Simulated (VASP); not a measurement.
Runs of VASP 6.6.1 on SiB7As8H (a cell with a defect). The cell holds a defect, 17 atoms: a = 9.536 Å, b = 4.768 Å, c = 4.768 Å, α = 90.00°, β = 90.00°, γ = 90.00°. 

| level | k mesh | cutoff (eV) | gap on the mesh (eV) | pressure (GPa) | largest force (eV/Å) |
| --- | --- | --- | --- | --- | --- |
| PBEsol | 2 × 2 × 1 | 520 | none | 15.4 | 5.92 |
| PBEsol | 2 × 2 × 2, shifted | 520 | 1.13 | 15.1 | (b) |
| PBEsol | 3 × 3 × 3 | 520 | none | 15.2 | (a) |
| PBEsol+D3(BJ) | 1 × 1 × 2 | 420 | 0.16 | 12.7 | 5.90 |
| PBEsol | 1 × 1 × 2 | 520 | 0.16 | (c) | 5.90 |

Alike in all rows: task single point; potentials or basis VASP PAW PBE potentials, release 64 (B, As, Si, H); no spin polarisation; cell as given; smearing fermi-dirac 0.05 eV.

**Question.** Estimate the missing entries.

**Answer.** (a) 6.09; (b) 5.99; (c) 16.4.

Caveats: all runs use coarse meshes; the PAW data sets were made with another functional, which shifts forces and pressure a little.

A k mesh can miss the band edges, and the runs leave out spin-orbit coupling on As.

A gap of «none» marks levels without a gap at the run's occupations.
